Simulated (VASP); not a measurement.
Rb:

```
CELL_PARAMETERS angstrom
-2.80250 2.80250 2.80250
2.80250 -2.80250 2.80250
2.80250 2.80250 -2.80250
ATOMIC_POSITIONS crystal
Rb 0.00000 0.00000 0.00000
```

- Program: VASP 6.6.1
- Task: relaxation of cell and atoms
- Functional: revPBE
- Potentials or basis: VASP PAW PBE potentials, release 64 (Rb_sv)
- Cutoff: 600 eV
- k mesh: 7 × 7 × 7
- Occupations: fermi-dirac, width 0.05 eV
- Spin: no spin polarisation

At the start: pressure 0.3 GPa; volume 88.04 Å³/atom.

**Question.** How do energy, volume and symmetry change on relaxing?

**Answer.** Over 4 steps the energy falls by 10.8 meV/atom and the volume is 98.78 Å³/atom (+12.2 %); space group Im-3m (No. 229, to 0.1 Å) before and after.

The path:
```
step  energy change (eV)  largest force (eV/Å)  pressure (GPa)  volume (Å³)
   1              0.0000                0.0000            0.35        88.04
   2             -0.0046                0.0000            0.25        90.51
   3             -0.0107                0.0000            0.03        97.66
   4             -0.0108                0.0000            0.00        98.78
```

Final structure:
```xyz
1
Lattice="-2.9120 2.9120 2.9120 2.9120 -2.9120 2.9120 2.9120 2.9120 -2.9120" Properties=species:S:1:pos:R:3 pbc="T T T"
Rb    0.0000    0.0000    0.0000
```

Caveat: the PAW data sets were made with another functional, which shifts forces and pressure a little.
